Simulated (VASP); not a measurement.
# PbS (P1) in VASP: single point with PBE+D3(BJ)

Aim: the single point of PbS with PBE+D3(BJ).

Everything below comes from runs of VASP 6.6.1. Logs are shortened: lines on timing, memory, paths and dates and some standing lists are left out, and cuts for length are marked.

### 1 The cell of the first run

The typed cell holds 16 atoms: a = 8.497 Å, b = 8.497 Å, c = 8.497 Å, α = 60.00°, β = 60.00°, γ = 60.00°.

### 2 Single point, PBE+D3(BJ)

INCAR reads:

```
SYSTEM = PbS
PREC = Accurate
ENCUT = 520
EDIFF = 1E-6
ISMEAR = -1
SIGMA = 0.1034
LREAL = Auto
LASPH = .TRUE.
NELM = 100
ALGO = Normal
ISIF = 2
LWAVE = .FALSE.
LCHARG = .TRUE.
GGA = PE
IVDW = 12
LELF = .TRUE.
LVHAR = .TRUE.
NBANDS = 94
```

KPOINTS reads:

```
Automatic mesh
0
Gamma
  2 2 2
  0.5 0.5 0.5
```

POSCAR reads:

```
PbS
1.0
    6.0080352647      0.0000000000      6.0080352647
    6.0080352647      6.0080352647      0.0000000000
    0.0000000000      6.0080352647      6.0080352647
Pb S
8 8
Direct
   -0.0559493221      0.0266127765     -0.0100707631
   -0.0038771410      0.5287981611     -0.0317541412
    0.4740057064      0.0091139612      0.0397031624
    0.5363446381      0.5113489460     -0.0217145030
   -0.0248598741      0.0111572248      0.5175463963
    0.0231708860      0.4946176860      0.4875311763
    0.5183694607      0.0038458496      0.4810101593
    0.5162756814      0.5067033341      0.4607289036
    0.2361085509      0.3342784141      0.2142446646
    0.2655427989      0.7390997729      0.2421467977
    0.7295145263      0.3042808372      0.2603188782
    0.7660663257      0.7205487833      0.2933102790
    0.2550103208      0.2233520512      0.7628041112
    0.2290181298      0.8355538506      0.7416935493
    0.7392439132      0.2196011578      0.7660899607
    0.7585885900      0.7596806275      0.7167169982
```

Potentials or basis: VASP PAW PBE potentials, release 64 (Pb_d, S).

The run is started by

```bash
$ cat potpaw_PBE.64/Pb_d/POTCAR potpaw_PBE.64/S/POTCAR > POTCAR
$ mpirun -np 1 vasp_std > vasp.out
```

OUTCAR:

```text
SYSTEM = PbS
   PREC = Accurate
   ENCUT = 520
   EDIFF = 1E-6
   ISMEAR = -1
   LREAL = Auto
   LASPH = .TRUE.
   NELM = 100
   ISIF = 2
   GGA = PE
   IVDW = 12
 IVDW          = 12

 ion  position               nearest neighbor table
   1  0.944  0.027  0.990-  15 2.58  14 2.71  12 3.00  13 3.10  11 3.33  10 3.46   4 3.83   3 3.87
                             7 3.92   5 3.95   2 4.12
   2  0.996  0.529  0.968-  16 2.94   9 2.95  11 2.98  13 3.10  12 3.17  14 3.28   4 3.94   5 3.97
                             1 4.12   6 4.12   8 4.13
   3  0.474  0.009  0.040-  15 2.88  10 2.90  13 3.00   9 3.07  12 3.29  16 3.45   1 3.87   7 3.93
                             8 3.95
   4  0.536  0.511  0.978-  16 2.84  11 2.89   9 2.92  10 2.97  15 3.07  14 3.31   1 3.83   2 3.94
                             8 4.00
   5  0.975  0.011  0.518-  15 2.75  16 2.83  14 2.92  11 3.04  10 3.29   1 3.95   2 3.97   8 4.07
                             7 4.08
   6  0.023  0.495  0.488-   9 2.65  12 2.72  10 2.93  16 2.98  13 3.06  15 3.36   2 4.12   8 4.13

   7  0.518  0.004  0.481-  14 2.81  16 2.86  12 2.86  13 3.03  11 3.11   9 3.33   1 3.92   3 3.93
                             5 4.08
   8  0.516  0.507  0.461-  11 2.42  10 2.82  12 2.84  15 3.20  13 3.28   3 3.95   4 4.00   5 4.07
                             6 4.13   2 4.13
   9  0.236  0.334  0.214-   6 2.65   4 2.92   2 2.95   3 3.07   7 3.33
  10  0.266  0.739  0.242-   8 2.82   3 2.90   6 2.93   4 2.97   5 3.29   1 3.46
  11  0.730  0.304  0.260-   8 2.42   4 2.89   2 2.98   5 3.04   7 3.11   1 3.33
  12  0.766  0.721  0.293-   6 2.72   8 2.84   7 2.86   1 3.00   2 3.17   3 3.29
  13  0.255  0.223  0.763-   3 3.00   7 3.03   6 3.06   1 3.10   2 3.10   8 3.28
  14  0.229  0.836  0.742-   1 2.71   7 2.81   5 2.92   2 3.28   4 3.31
  15  0.739  0.220  0.766-   1 2.58   5 2.75   3 2.88   4 3.07   8 3.20   6 3.36
  16  0.759  0.760  0.717-   5 2.83   4 2.84   7 2.86   2 2.94   6 2.98   3 3.45

  LATTYP: Found a face centered cubic cell.
 ALAT       =    12.0160705294

  Lattice vectors:

 A1 = (   6.0080352647,   0.0000000000,   6.0080352647)
 A2 = (   6.0080352647,   6.0080352647,   0.0000000000)
 A3 = (   0.0000000000,   6.0080352647,   6.0080352647)

Analysis of symmetry for initial positions (statically):
=====================================================================
 Subroutine PRICEL returns:
 Original cell was already a primitive cell.

 Routine SETGRP: Setting up the symmetry group for a
 face centered cubic supercell.

 Subroutine GETGRP returns: Found  1 space group operations
 (whereof  1 operations were pure point group operations)
 out of a pool of 48 trial point group operations.

The static configuration has the point symmetry C_1 .

Analysis of symmetry for dynamics (positions and initial velocities):
[... 138 lines left out ...]
   POTIM  = 0.5000    time-step for ionic-motion
   TEBEG  =    0.0;   TEEND  =   0.0 temperature during run
   PSTRESS=    0.0 pullay stress
   NELECT =     160.0000    total number of electrons
   NUPDOWN=      -1.0000    fix difference up-down
   EMIN   =  10.00;   EMAX   =-10.00  energy-range for DOS
   EFERMI =   0.00;   METHOD = LEGACY
   ISMEAR =    -1;   SIGMA  =   0.10  broadening in eV -4-tet -1-fermi 0-gaus
   EFERMI_NEDOS =   21; number of points for ismear=-14 and -15
   IALGO  =     38    algorithm
   IMIX   =      4    mixing-type and parameters
     AMIX     =   0.40;   BMIX     =  1.00
     AMIX_MAG =   1.60;   BMIX_MAG =  1.00
  volume/ion in A,a.u.               =      27.11       182.94
  Fermi-wavevector in a.u.,A,eV,Ry     =   1.174102  2.218730 18.755830  1.378515
  Thomas-Fermi vector in A             =   2.310504
   LORBIT       =      0    0 simple, 1 ext, 2 COOP (PROOUT), +10 PAW based schemes
   GGA     = PE    functional components
   LHFCALC =     F    Hartree Fock is set to
   AEXX    =    0.0000 exact exchange contribution
   IVDW    =    12    specifies the selected vdW correction
   LEPSILON=     F    determine dielectric tensor
   LRPA    =     F    only Hartree local field effects (RPA)
 non-spin polarized calculation
  energy-cutoff  :      520.00
  volume of cell :      433.74
 maximum number of plane-waves:     11689
   NGX = 31   NGY = 31   NGZ = 31

 number of electron     159.9999999 magnetization

 Free energy of the ion-electron system (eV)
  ---------------------------------------------------
  ext. energy  EPLUGINS =         0.00000000
  ---------------------------------------------------
  free energy    TOTEN  =       -68.17243476 eV

  energy without entropy =      -68.16885297  energy(sigma->0) =      -68.17064386

 E-fermi :   5.5444     XC(G=0):  -9.4687

 val. band max:        4.9283646827   @ k =   0.0000   0.2500   0.0000
 cond. band min:       6.0014211494   @ k =   0.0000   0.2500   0.0000
 fundamental gap:      1.0730564667
 Fermi energy:         5.5444376810

 k-point     1 :       0.2500    0.2500    0.2500
  band No.  band energies     occupation
      1     -11.7141      2.00000
      2     -11.6878      2.00000
      3     -11.6722      2.00000
      4     -11.6640      2.00000
      5     -11.6557      2.00000
      6     -11.6485      2.00000
[... 1509 lines left out ...]
     91       8.5179      0.00000
     92       8.7794      0.00000
 [bands above 92 left out]

------------------------ aborting loop because EDIFF is reached ----------------------------------------

 Edisp (eV)   -5.34936

 E8    (eV) :    -2.4128

  FORCE on cell =-STRESS in cart. coord.  units (eV):
  Direction    XX          YY          ZZ          XY          YZ          ZX
  --------------------------------------------------------------------------------------
  -------------------------------------------------------------------------------------
  Total      -1.42723     5.99787     0.57777     1.11225    -0.18826     0.07483
  in kB      -5.27203    22.15542     2.13421     4.10854    -0.69541     0.27643
  external pressure =        6.34 kB  Pullay stress =        0.00 kB

 VOLUME and BASIS-vectors are now :
 -----------------------------------------------------------------------------
  energy-cutoff  :      520.00
  volume of cell :      433.74
      direct lattice vectors                 reciprocal lattice vectors
     6.008035265  0.000000000  6.008035265     0.083221882 -0.083221882  0.083221882
     6.008035265  6.008035265  0.000000000     0.083221882  0.083221882 -0.083221882
     0.000000000  6.008035265  6.008035265    -0.083221882  0.083221882  0.083221882

 POSITION                                       TOTAL-FORCE (eV/Angst)
 -----------------------------------------------------------------------------------
      5.83178      6.10742     11.61942         0.666903     -0.010110      1.645895
      9.16178      8.99429     11.80200         0.204680     -0.293886      0.689383
      2.90260      0.29330      3.08638        -0.118432     -0.002760     -0.843177
      6.29458      8.94978      9.09995        -0.594294      0.506001     -0.642591
      5.92571      3.17647      8.96811         0.382557     -0.531849      0.140689
      3.11089      5.90078      3.06832         0.096155      0.370575      0.533260
[... 8 lines left out ...]
      5.76077      5.92207      9.04410         0.302032      0.241874     -0.994925
      9.12182      8.87025      8.86369         0.374982      0.686856      0.064994
 -----------------------------------------------------------------------------------
    total drift:                               -0.007010     -0.007828     -0.006975

  FREE ENERGIE OF THE ION-ELECTRON SYSTEM (eV)
  ---------------------------------------------------
  free  energy   TOTEN  =       -73.5217988691 eV

  energy  without entropy=      -73.5182170767  energy(sigma->0) =      -73.52000797
```

Wall time 14 min (1 thread of Intel Xeon Platinum 8375C at 2.90GHz (Ice Lake), shared host); peak memory 0.79 GiB.

What came out:

| Item | Value |
| --- | --- |
| Free energy | -73.5218 eV |
| Pressure | 0.6 GPa |
| Largest force | 2.775 eV/Å |
| Band gap on the k mesh | 1.07 eV |
| Dispersion energy per atom | -0.334 eV |

Forces on the atoms (eV/Å):
```
Pb   0.667 -0.010  1.646
Pb   0.205 -0.294  0.689
Pb  -0.118 -0.003 -0.843
Pb  -0.594  0.506 -0.643
Pb   0.383 -0.532  0.141
Pb   0.096  0.371  0.533
Pb  -0.211  0.539 -0.132
Pb  -0.627  2.702  0.079
S   -0.397 -1.530  0.184
S   -0.040  0.107 -0.069
S    0.266 -2.566  0.026
S    0.179 -0.288 -1.039
S    0.223  0.760  0.296
S   -0.708 -0.691  0.061
S    0.302  0.242 -0.995
S    0.375  0.687  0.065
```

Stress tensor (GPa, compression positive):
```
-0.53  0.41  0.03
 0.41  2.22 -0.07
 0.03 -0.07  0.21
```

Levels at points of the mesh, in eV from the valence-band top:
| k point | band 78 | band 79 | band 80 | band 81 | band 82 | band 83 |
| --- | --- | --- | --- | --- | --- | --- |
| (0.25, 0.25, 0.25) | -0.41 | -0.35 | -0.07 | 1.17 | 1.49 | 1.81 |

Caveat: the atoms stand as in a frame of molecular dynamics; spin-orbit coupling is left out, which moves the levels of the heavy elements; a shifted mesh leaves out Γ, where band edges can lie; forces of over 1 eV/Å act on the atoms, so gaps and moduli don't describe the material at rest. A k mesh can miss the band edges.
